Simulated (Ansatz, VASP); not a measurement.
**Mo: VASP beside Ansatz**

```
Mo
1.0
     0.00000    2.01500    2.01500
     2.01500    0.00000    2.01500
     2.01500    2.01500    0.00000
Mo
1
Direct
  0.00000 0.00000 0.00000
```

Alike in both runs: task single point; functional LDA; k mesh 20 × 20 × 20; occupations gaussian, width 0.15 eV; no spin polarisation.

```csv
,VASP,Ansatz
version,VASP 6.6.1,Ansatz 0.2.0
potentials or method,"VASP PAW LDA potentials, release 64 (Mo_sv), cutoff 520 eV","scalar-relativistic, plane waves, PAW"
valence electrons in the cell,14,14
```

Ansatz gave:

- gap on the k mesh at the Fermi level (eV): none
- pressure (GPa): -16.4

Question: Estimate VASP's values.

Answer: gap on the k mesh at the Fermi level (eV): none; pressure (GPa): -15.5.

LDA's correlation is that of Perdew and Zunger in VASP and of Perdew and Wang (1992) in Ansatz. A gap of «none» marks a metal or a gap that the smearing closes.
